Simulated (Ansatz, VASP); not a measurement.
As: VASP beside Ansatz

```
As
1.0
     1.82415   -5.70069    0.00000
     1.82415    5.70069    0.00000
     0.00000    0.00000    4.73502
As
4
Direct
  0.10425 0.89575 0.92647
  0.60425 0.39575 0.57353
  0.89575 0.10425 0.07353
  0.39575 0.60425 0.42647
```

Alike in both runs: task single point; functional r2SCAN; k mesh 10 × 10 × 8; occupations fermi-dirac, width 0.1 eV; no spin polarisation.

```csv
,VASP,Ansatz
version,VASP 6.6.1,Ansatz 0.2.0
potentials or method,"VASP PAW PBE potentials, release 64 (As), cutoff 520 eV","plane waves (500 eV) with PAW, scalar-relativistic"
valence electrons in the cell,20,60
```

|  | VASP | Ansatz | Ansatz less VASP |
| --- | --- | --- | --- |
| pressure (GPa) | 0.1 | 0.0 | -0.12 |
| traceless stress, the component that is largest in VASP (GPa) | -0.10 | -0.06 | +0.040 |

VASP's potentials were made for PBE, not for r2SCAN. VASP's potentials hold 20 valence electrons a cell and Ansatz's 60, so a difference there can come from the potentials and not from the codes.
